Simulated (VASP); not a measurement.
Runs of VASP 6.6.1 on SiCl. The structure is that of space group P6_3mc (No. 186), or close to it. The cells are those of the table. 

| cell | k mesh | cutoff (eV) | gap on the mesh (eV) | pressure (GPa) | largest force (eV/Å) |
| --- | --- | --- | --- | --- | --- |
| a = 3.417, b = 3.417, c = 9.270 Å, angles 90.0, 90.0, 120.0°, 4 atoms | 6 × 6 × 2 | 500 | none | (a) | 0.85 |
| a = 3.152, b = 3.152, c = 9.067 Å, angles 90.0, 90.0, 120.0°, 4 atoms | 15 × 15 × 6 | 520 | none | -3.2 | 0.63 |
| a = 3.152, b = 3.152, c = 9.067 Å, angles 90.0, 90.0, 120.0°, 4 atoms | 6 × 6 × 2 | 500 | none | -3.0 | 0.67 |
| a = 3.417, b = 3.417, c = 9.270 Å, angles 90.0, 90.0, 120.0°, 4 atoms | 15 × 15 × 6 | 500 | none | -4.9 | (b) |

Alike in all rows: task single point; level PBEsol; potentials or basis VASP PAW PBE potentials, release 64 (Si, Cl); no spin polarisation; smearing gaussian 0.1 eV.

Task: Estimate the missing entries.

Result: (a) -5.0; (b) 0.86.

Caveats: some runs use coarse meshes; the PAW data sets were made with another functional, which shifts forces and pressure a little.

A gap of «none» marks levels without a gap at the run's occupations.
